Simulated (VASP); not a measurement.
The system is SiO2.

```
CELL_PARAMETERS angstrom
4.05963 0.00000 0.00000
0.00000 4.05963 0.00000
0.00000 0.00000 2.71424
ATOMIC_POSITIONS crystal
Si 0.00000 0.00000 0.00000
Si 0.50000 0.50000 0.50000
O 0.30369 0.30369 0.00000
O 0.19631 0.80369 0.50000
O 0.80369 0.19631 0.50000
O 0.69631 0.69631 0.00000
```

This cell differs from its parent crystal: epitaxial xy strain -3.0%.

Base run:

* Program: VASP 6.6.1
* Functional: PBE
* Potentials or basis: VASP PAW PBE potentials, release 64 (Si, O)
* Cutoff: 520 eV
* k mesh: 6 × 6 × 10
* Occupations: fermi-dirac, width 0.02 eV
* Spin: no spin polarisation

Its results: band gap on the k mesh 6.09 eV, direct; pressure 23.2 GPa; largest force 0.031 eV/Å.

Question: The run is repeated on the same cell with these changes: functional from PBE to r2SCAN; occupations from fermi-dirac, width 0.02 eV to gaussian, width 0.01 eV. What comes out?

Answer: Band gap on the k mesh 7.08 eV, direct; pressure 13.8 GPa; largest force 0.007 eV/Å.

Caveats: the PAW data sets were made with another functional, which shifts forces and pressure a little (some runs).

A k mesh can miss the band edges.
